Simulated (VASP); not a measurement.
# GaSbTe2S (P3m1) in VASP: single point with PBE

Aim: the single point of GaSbTe2S with PBE.

Program: VASP 6.6.1. These are calculated values, not measurements. Logs are shortened: lines on timing, memory, paths and dates and some standing lists are left out, and cuts for length are marked.

## Step 1: The cell of the first run

The structure is trigonal, space group P3m1 (No. 156). Conventional cell: a = 3.934 Å, b = 3.934 Å, c = 10.876 Å, α = 90.00°, β = 90.00°, γ = 120.00°. Within 3.4 Å of Ga (site symmetry 3m) lie 3 S at 2.51 Å and 3 Te at 3.36 Å. Sb (site symmetry 3m) has 6 Te at 2.97 to 3.03 Å and 6 Sb at 3.93 Å within 4.0 Å. Te (site symmetry 3m) has 3 Sb at 3.03 Å and 3 Ga at 3.36 Å and 1 S at 3.54 Å and 6 Te at 3.93 Å within 4.0 Å. Within 4.2 Å of Te (site symmetry 3m) lie 3 Sb at 2.97 Å and 6 Te at 3.93 Å and 3 S at 4.11 Å. Within 3.3 Å of S (site symmetry 3m) lie 3 Ga at 2.51 Å.

## Step 2: Single point, PBE

File POSCAR:

```
GaSbTe2S
1.0
    3.9344372445      0.0000000000      0.0000000000
   -1.9672186223      3.4073226034      0.0000000000
    0.0000000000      0.0000000000     10.8760852177
Ga Sb Te S
1 1 2 1
Direct
    0.6666666667      0.3333333333      0.5744538528
    0.0000000000      0.0000000000      0.9855001116
    0.3333333333      0.6666666667      0.8017580006
    0.6666666667      0.3333333333      0.1616655736
    0.3333333333      0.6666666667      0.4766224614
```

File INCAR.step1:

```
SYSTEM = GaSbTe2S
ALGO     = Normal         ! electronic algorithm
EDIFF    = 1E-7           ! SCF threshold, eV
ENCUT    = 520            ! plane-wave cutoff, eV
GGA      = PE             ! functional
ISIF     = 2              ! what is computed and relaxed
ISMEAR   = 0              ! smearing method
LASPH    = .TRUE.         ! aspherical terms in the spheres
LCHARG   = .TRUE.         ! write CHGCAR
LREAL    = .FALSE.        ! projectors in reciprocal space
LWAVE    = .FALSE.        ! write WAVECAR
NBANDS   = 26             ! bands
NELM     = 60             ! most SCF steps
PREC     = Accurate       ! precision mode
SIGMA    = 0.1            ! smearing width, eV
```

File KPOINTS.step1:

```
k-points
0
G
  12 12 4
  0 0 0
```

File INCAR.step2:

```
SYSTEM = GaSbTe2S
ALGO     = Normal         ! electronic algorithm
EDIFF    = 1E-7           ! SCF threshold, eV
ENCUT    = 520            ! plane-wave cutoff, eV
GGA      = PE             ! functional
ICHARG   = 11             ! starting density
ISIF     = 2              ! what is computed and relaxed
ISMEAR   = -5             ! smearing method
LASPH    = .TRUE.         ! aspherical terms in the spheres
LCHARG   = .FALSE.        ! write CHGCAR
LORBIT   = 10             ! projections on sites
LREAL    = .FALSE.        ! projectors in reciprocal space
LWAVE    = .FALSE.        ! write WAVECAR
NBANDS   = 26             ! bands
NEDOS    = 2001           ! points of the DOS
NELM     = 60             ! most SCF steps
PREC     = Accurate       ! precision mode
SIGMA    = 0.1            ! smearing width, eV
```

File KPOINTS.step2:

```
k-points
0
G
  18 18 6
  0 0 0
```

Potentials or basis: VASP PAW PBE potentials, release 64 (Ga_d, Sb, Te, S).

On the command line:

```
cat potpaw_PBE.64/Ga_d/POTCAR potpaw_PBE.64/Sb/POTCAR potpaw_PBE.64/Te/POTCAR potpaw_PBE.64/S/POTCAR > POTCAR
cp INCAR.step1 INCAR
cp KPOINTS.step1 KPOINTS
mpirun -np 1 vasp_std > vasp.out
cp INCAR.step2 INCAR
cp KPOINTS.step2 KPOINTS
mpirun -np 1 vasp_std > vasp.out
```

OUTCAR:

```text
SYSTEM = GaSbTe2S
   EDIFF = 1E-7
   ENCUT = 520
   GGA = PE
   ICHARG = 11
   ISIF = 2
   ISMEAR = -5
   LASPH = .TRUE.
   LORBIT = 10
   LREAL = .FALSE.
   NELM = 60
   PREC = Accurate

 ion  position               nearest neighbor table
   1  0.667  0.333  0.574-   5 2.51   5 2.51   5 2.51
   2  0.000  0.000  0.986-   4 2.97   4 2.97   4 2.97   3 3.03   3 3.03   3 3.03
   3  0.333  0.667  0.802-   2 3.03   2 3.03   2 3.03
   4  0.667  0.333  0.162-   2 2.97   2 2.97   2 2.97
   5  0.333  0.667  0.477-   1 2.51   1 2.51   1 2.51

  LATTYP: Found a hexagonal cell.
 ALAT       =     3.9344372445
 C/A-ratio  =     2.7643305870

  Lattice vectors:

 A1 = (   3.9344372445,   0.0000000000,   0.0000000000)
 A2 = (  -1.9672186223,   3.4073226034,   0.0000000000)
 A3 = (   0.0000000000,   0.0000000000,  10.8760852177)

Analysis of symmetry for initial positions (statically):
=====================================================================
 Subroutine PRICEL returns:
 Original cell was already a primitive cell.

 Routine SETGRP: Setting up the symmetry group for a
 hexagonal supercell.

 Subroutine GETGRP returns: Found  6 space group operations
 (whereof  6 operations were pure point group operations)
 out of a pool of 24 trial point group operations.

The static configuration has the point symmetry C_3v.

Analysis of symmetry for dynamics (positions and initial velocities):
=====================================================================
 Subroutine PRICEL returns:
 Original cell was already a primitive cell.

 Routine SETGRP: Setting up the symmetry group for a
 hexagonal supercell.

 Subroutine GETGRP returns: Found  6 space group operations
 (whereof  6 operations were pure point group operations)
 out of a pool of 24 trial point group operations.

The dynamic configuration has the point symmetry C_3v.

 Subroutine INISYM returns: Found  6 space group operations
 (whereof  6 operations are pure point group operations),
 and found     1 'primitive' translations

----------------------------------------------------------------------------------------

                                     Primitive cell

  volume of cell :     145.8037

  direct lattice vectors                    reciprocal lattice vectors
     3.934437245  0.000000000  0.000000000     0.254165955  0.146742783  0.000000000
    -1.967218622  3.407322603  0.000000000     0.000000000  0.293485565  0.000000000
     0.000000000  0.000000000 10.876085218     0.000000000  0.000000000  0.091944848

  length of vectors
     3.934437245  3.934437245 10.876085218     0.293485565  0.293485565  0.091944848

  position of ions in fractional coordinates (direct lattice)
     0.666666667  0.333333333  0.574453853
     0.000000000  0.000000000  0.985500112
     0.333333333  0.666666667  0.801758001
     0.666666667  0.333333333  0.161665574
     0.333333333  0.666666667  0.476622461

  ion indices of the primitive-cell ions
   primitive index   ion index
                 1           1
                 2           2
                 3           3
                 4           4
                 5           5

----------------------------------------------------------------------------------------

 KPOINTS: k-points

Automatic generation of k-mesh.
 Grid dimensions read from file:
 generate k-points for:   18   18    6

 Generating k-lattice:

  Cartesian coordinates                     Fractional coordinates (reciprocal lattice)
     0.014120331  0.008152377  0.000000000     0.055555556  0.000000000  0.000000000
     0.000000000  0.016304754  0.000000000     0.000000000  0.055555556  0.000000000
     0.000000000  0.000000000  0.015324141     0.000000000  0.000000000  0.166666667

  Length of vectors
     0.016304754  0.016304754  0.015324141

  Shift w.r.t. Gamma in fractional coordinates (k-lattice)
     0.000000000  0.000000000  0.000000000

 TETIRR: Found   2825 inequivalent tetrahedra from    11664

 Subroutine IBZKPT returns following result:
 ===========================================

 Found    202 irreducible k-points:

 Following reciprocal coordinates:
            Coordinates               Weight
  0.000000  0.000000  0.000000      1.000000
  0.055556  0.000000  0.000000      6.000000
  0.111111  0.000000  0.000000      6.000000
  0.166667 -0.000000  0.000000      6.000000
  0.222222 -0.000000  0.000000      6.000000
  0.277778  0.000000  0.000000      6.000000
[... 16 lines left out ...]
  0.333333  0.111111  0.000000     12.000000
  0.388889  0.111111  0.000000     12.000000
 [... further k-points ...]
   k-points           NKPTS =    202   k-points in BZ     NKDIM =    202   number of bands    NBANDS=     26
   number of dos      NEDOS =   2001   number of ions     NIONS =      5
   total plane-waves  NPLWV =  75600
   dimension x,y,z NGX =    30 NGY =   30 NGZ =   84
   dimension x,y,z NGXF=    60 NGYF=   60 NGZF=  168
   ions per type =               1   1   2   1
   NGX,Y,Z   is equivalent  to a cutoff of  12.68, 12.68, 12.84 a.u.
   NGXF,Y,Z  is equivalent  to a cutoff of  25.35, 25.35, 25.68 a.u.
 SYSTEM =  GaSbTe2S
   PREC   = accura    normal or accurate (medium, high low for compatibility)
   ISTART =      0    job   : 0-new  1-cont  2-samecut
   ICHARG =     11    charge: 1-file 2-atom 10-const
   ISPIN  =      1    spin polarized calculation?
   LNONCOLLINEAR =      F non collinear calculations
   LSORBIT =      F    spin-orbit coupling
   LASPH  =      T    aspherical Exc in radial PAW
   ENCUT  =  520.0 eV  38.22 Ry    6.18 a.u.   7.32  7.32 20.22*2*pi/ulx,y,z
   NELM   =     60;   NELMIN=  2; NELMDL=  0     # of ELM steps
   EDIFF  = 0.1E-06   stopping-criterion for ELM
   LREAL  =      F    real-space projection
   EDIFFG = 0.1E-05   stopping-criterion for IOM
   NSW    =      0    number of steps for IOM
   IBRION =     -1    ionic relax: 0-MD 1-quasi-New 2-CG
   NFREE  =      0    steps in history (QN), initial steepest desc. (CG)
   ISIF   =      2    stress and relaxation
   ISYM   =      2    0-nonsym 1-usesym 2-fastsym
   POTIM  = 0.5000    time-step for ionic-motion
   TEBEG  =    0.0;   TEEND  =   0.0 temperature during run
   PSTRESS=    0.0 pullay stress
   NELECT =      36.0000    total number of electrons
   NUPDOWN=      -1.0000    fix difference up-down
   EMIN   =  10.00;   EMAX   =-10.00  energy-range for DOS
   EFERMI =   0.00;   METHOD = LEGACY
   ISMEAR =    -5;   SIGMA  =   0.10  broadening in eV -4-tet -1-fermi 0-gaus
   EFERMI_NEDOS =   21; number of points for ismear=-14 and -15
   IALGO  =     38    algorithm
   IMIX   =      4    mixing-type and parameters
     AMIX     =   0.40;   BMIX     =  1.00
     AMIX_MAG =   1.60;   BMIX_MAG =  1.00
  volume/ion in A,a.u.               =      29.16       196.79
  Fermi-wavevector in a.u.,A,eV,Ry     =   1.027037  1.940819 14.351499  1.054805
  Thomas-Fermi vector in A             =   2.160961
   LORBIT       =     10    0 simple, 1 ext, 2 COOP (PROOUT), +10 PAW based schemes
   GGA     = PE    functional components
   LHFCALC =     F    Hartree Fock is set to
   AEXX    =    0.0000 exact exchange contribution
   IVDW    =     0    specifies the selected vdW correction
   LEPSILON=     F    determine dielectric tensor
   LRPA    =     F    only Hartree local field effects (RPA)
 non-spin polarized calculation
 Fermi weights with tetrahedron method with Bloechl corrections
  energy-cutoff  :      520.00
  volume of cell :      145.80
 maximum number of plane-waves:      3964
 NGX is ok and might be reduce to    30

 number of electron      36.0000008 magnetization

 Free energy of the ion-electron system (eV)
  ---------------------------------------------------
  ext. energy  EPLUGINS =         0.00000000
  ---------------------------------------------------
  free energy    TOTEN  =       -17.79926319 eV

  energy without entropy =      -17.79926319  energy(sigma->0) =      -17.79926319

 E-fermi :   5.2126     XC(G=0):  -9.1531

 val. band max:        5.2122028782   @ k =   0.0556   0.0000   0.1667
 cond. band min:       5.1899150450   @ k =   0.3889  -0.0000   0.3333
 fundamental gap:     -0.0222878332
 Fermi energy:         5.2126125004

 k-point     1 :       0.0000    0.0000    0.0000
  band No.  band energies     occupation
      1      -9.9349      2.00000
      2      -9.9261      2.00000
      3      -9.9261      2.00000
      4      -9.8838      2.00000
      5      -9.8838      2.00000
      6      -8.2846      2.00000
[... 18 lines left out ...]
     25       9.3303      0.00000
     26      10.1370      0.00000

 k-point     2 :       0.0556    0.0000    0.0000
  band No.  band energies     occupation
      1      -9.9432      2.00000
      2      -9.9255      2.00000
      3      -9.9204      2.00000
      4      -9.8842      2.00000
      5      -9.8835      2.00000
      6      -8.2585      2.00000
[... 18 lines left out ...]
     25       9.3949      0.00000
     26      10.2141      0.00000

 k-point     3 :       0.1111    0.0000    0.0000
  band No.  band energies     occupation
      1      -9.9573      2.00000
      2      -9.9240      2.00000
      3      -9.9136      2.00000
      4      -9.8853      2.00000
      5      -9.8826      2.00000
      6      -8.1824      2.00000
[... 18 lines left out ...]
     25       9.5739      0.00000
     26      10.3381      0.00000

 k-point     4 :       0.1667   -0.0000    0.0000
  band No.  band energies     occupation
      1      -9.9740      2.00000
      2      -9.9218      2.00000
      3      -9.9079      2.00000
      4      -9.8869      2.00000
      5      -9.8811      2.00000
      6      -8.0631      2.00000
[... 18 lines left out ...]
     25       9.8275      0.00000
     26      10.1607      0.00000
[... 496 lines left out ...]
      1     -10.0249      2.00000
      2      -9.9176      2.00000
      3      -9.8985      2.00000
      4      -9.8874      2.00000
      5      -9.8727      2.00000
      6      -7.5300      2.00000
[... 18 lines left out ...]
     25       9.9187      0.00000
     26      10.6755      0.00000

 k-point    23 :       0.3333    0.1111    0.0000
  band No.  band energies     occupation
      1     -10.0350      2.00000
      2      -9.9171      2.00000
      3      -9.8993      2.00000
      4      -9.8848      2.00000
      5      -9.8706      2.00000
      6      -7.3918      2.00000
[... 18 lines left out ...]
     25       9.9313      0.00000
     26      10.9996      0.00000

 k-point    24 :       0.3889    0.1111    0.0000
  band No.  band energies     occupation
      1     -10.0414      2.00000
      2      -9.9168      2.00000
      3      -9.9001      2.00000
      4      -9.8827      2.00000
      5      -9.8694      2.00000
      6      -7.2970      2.00000
[... 18 lines left out ...]
     25       9.8930      0.00000
     26      11.2543      0.00000

 [... further k-points ...]

------------------------ aborting loop because EDIFF is reached ----------------------------------------

  FORCE on cell =-STRESS in cart. coord.  units (eV):
  Direction    XX          YY          ZZ          XY          YZ          ZX
  --------------------------------------------------------------------------------------
  -------------------------------------------------------------------------------------
  Total       -0.3337133     -0.3337133     -0.5665230      0.0000000      0.0000000      0.0000000
  in kB       -3.6670401     -3.6670401     -6.2252914      0.0000000      0.0000000      0.0000000
  external PRESSURE =      -4.5197905 kB  Pullay stress =       0.0000000 kB

 VOLUME and BASIS-vectors are now :
 -----------------------------------------------------------------------------
  energy-cutoff  :      520.00
  volume of cell :      145.80
      direct lattice vectors                 reciprocal lattice vectors
     3.934437245  0.000000000  0.000000000     0.254165955  0.146742783  0.000000000
    -1.967218622  3.407322603  0.000000000     0.000000000  0.293485565  0.000000000
     0.000000000  0.000000000 10.876085218     0.000000000  0.000000000  0.091944848

 POSITION                                       TOTAL-FORCE (eV/Angst)
 -----------------------------------------------------------------------------------
      1.96722      1.13577      6.24781        -0.000000      0.000000      0.019800
      0.00000      0.00000     10.71838         0.000000      0.000000      0.004191
     -0.00000      2.27155      8.71999         0.000000     -0.000000     -0.056144
      1.96722      1.13577      1.75829         0.000000      0.000000      0.011208
     -0.00000      2.27155      5.18379         0.000000      0.000000      0.020946
 -----------------------------------------------------------------------------------
    total drift:                               -0.006326      0.003652      0.010485

  FREE ENERGIE OF THE ION-ELECTRON SYSTEM (eV)
  ---------------------------------------------------
  free  energy   TOTEN  =       -17.7992631890 eV

  energy  without entropy=      -17.7992631890  energy(sigma->0) =      -17.79926319

 total charge

# of ion       s       p       d       tot
------------------------------------------
    1        0.922   0.491   9.977  11.389
    2        1.244   1.029   0.067   2.340
    3        1.412   1.898   0.037   3.347
    4        1.411   1.897   0.031   3.339
    5        1.359   2.279   0.000   3.638
--------------------------------------------------
tot          6.347   7.593  10.112  24.052
```

It took 7.2 min on 1 thread of AMD EPYC 9R45 (Zen 5), shared host; peak memory 0.85 GiB.

What came out:

| Item | Value |
| --- | --- |
| Valence electrons inside the program's atomic spheres | Ga 11.39; Sb 2.34; Te 3.35, 3.34; S 3.64 |

Levels at points of the mesh, in eV from the Fermi level:
| k point | band 15 | band 16 | band 17 | band 18 | band 19 | band 20 | band 21 | band 22 |
| --- | --- | --- | --- | --- | --- | --- | --- | --- |
| (0.00, 0.00, 0.00) | -0.80 | -0.80 | -0.01 | -0.01 | 0.52 | 2.13 | 2.13 | 2.15 |
| (0.50, 0.00, 0.00) | -2.57 | -2.51 | -1.15 | -0.83 | -0.20 | 1.50 | 2.15 | 2.62 |
| (0.00, 0.00, 0.50) | -0.79 | -0.30 | -0.02 | -0.02 | 0.25 | 2.14 | 2.14 | 2.17 |
| (0.50, 0.00, 0.50) | -2.62 | -2.34 | -1.21 | -0.78 | -0.11 | 1.36 | 2.44 | 2.51 |

Caveat: spin-orbit coupling is left out, which moves the levels of the heavy elements; this functional lacks dispersion, which binds layers or chains, so the pressure and a relaxed spacing across them are unreliable.
